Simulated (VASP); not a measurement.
A run of VASP 6.6.1 is set up as follows.

The input INCAR:

```
PREC     = Accurate       # precision mode
ENCUT    = 520            # plane-wave cutoff, eV
EDIFF    = 1E-7           # SCF threshold, eV
ISMEAR   = 0              # smearing method
SIGMA    = 0.02           # smearing width, eV
LREAL    = False          # projectors in reciprocal space
LASPH    = True           # aspherical terms in the spheres
NELM     = 100            # most SCF steps
ALGO     = Normal         # electronic algorithm
ISIF     = 2              # what is computed and relaxed
LWAVE    = False          # write WAVECAR
LCHARG   = True           # write CHGCAR
LDIPOL   = True         
IDIPOL   = 3            
DIPOL    = 0.5 0.5 0.500
GGA      = PE             # functional
IVDW     = 12             # dispersion correction
LELF     = True           # ELF
LVHAR    = True         
LVACPOTAV= True         
NBANDS   = 20             # bands
```

Contents of KPOINTS:

```
regular mesh
0
Gamma
  12 12 1
```

Contents of POSCAR:

```
WS2
1.0
    3.0330000000      0.0000000000      0.0000000000
   -1.5165000000      2.6266550497      0.0000000000
    0.0000000000      0.0000000000     32.2910878415
S W
2 1
Direct
    0.3333333333      0.6666666667      0.4550091869
    0.3333333333      0.6666666667      0.5450030581
    0.6666666667      0.3333333333      0.5000061204
```

Potentials or basis: VASP PAW PBE potentials, release 64 (S, W_sv).

The run is started by

```bash
$ cat potpaw_PBE.64/S/POTCAR potpaw_PBE.64/W_sv/POTCAR > POTCAR
$ mpirun -np 1 vasp_std > vasp.out
```

(1) Predict the dispersion energy per atom.

(2) Predict the ionisation potential of the upper face.

(3) What does it give for the largest force?

## Answers

(1) -0.347 eV.

(2) 5.67 eV.

(3) 4.378 eV/Å.
